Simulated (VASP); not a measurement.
# CaSe: single point with PBE

CaSe:

```
CELL_PARAMETERS angstrom
0.00000 2.95600 2.95600
2.95600 0.00000 2.95600
2.95600 2.95600 0.00000
ATOMIC_POSITIONS crystal
Ca 0.00000 0.00000 0.00000
Se 0.53383 0.46617 0.46617
```

```yaml
Program: VASP 6.6.1
Task: single point
Functional: PBE
Potentials_or_basis: VASP PAW PBE potentials, release 64 (Ca_sv, Se)
Cutoff: 520 eV
k_mesh: 6 × 6 × 6
Occupations: gaussian, width 0.01 eV
Spin: no spin polarisation
Dipole_correction: no
Further_INCAR_settings: ALGO = Normal; EDIFF = 1e-06; NBANDS = 15
```

```yaml
Pressure: 2.1 GPa
Largest_force: 0.715 eV/Å
Band_gap_on_the_k_mesh: 2.10 eV (least direct gap 2.97 eV)
```

Forces on the atoms (eV/Å):
```
Ca  -0.715  0.000  0.000
Se   0.715  0.000  0.000
```

Stress tensor (GPa, compression positive):
```
3.93 0.00 0.00
0.00 1.17 0.00
0.00 0.00 1.17
```

Levels at points of the mesh, in eV from the valence-band top:
```
           k point  band 6  band 7  band 8  band 9  band 10  band 11
(0.00, 0.00, 0.00)   -0.03    0.00    0.00    3.40     3.81     3.88
(0.50, 0.00, 0.00)   -3.21   -1.13   -1.12    4.50     5.49     5.58
(0.50, 0.50, 0.00)   -2.46   -0.96   -0.88    2.22     5.08     5.17
(0.00, 0.50, 0.50)   -2.43   -0.87   -0.87    2.10     5.11     5.15
```

Wall time 28 s on 1 thread of Intel Xeon 8259CL, on a shared host, peak memory 0.18 GiB.

A k mesh can miss the band edges.
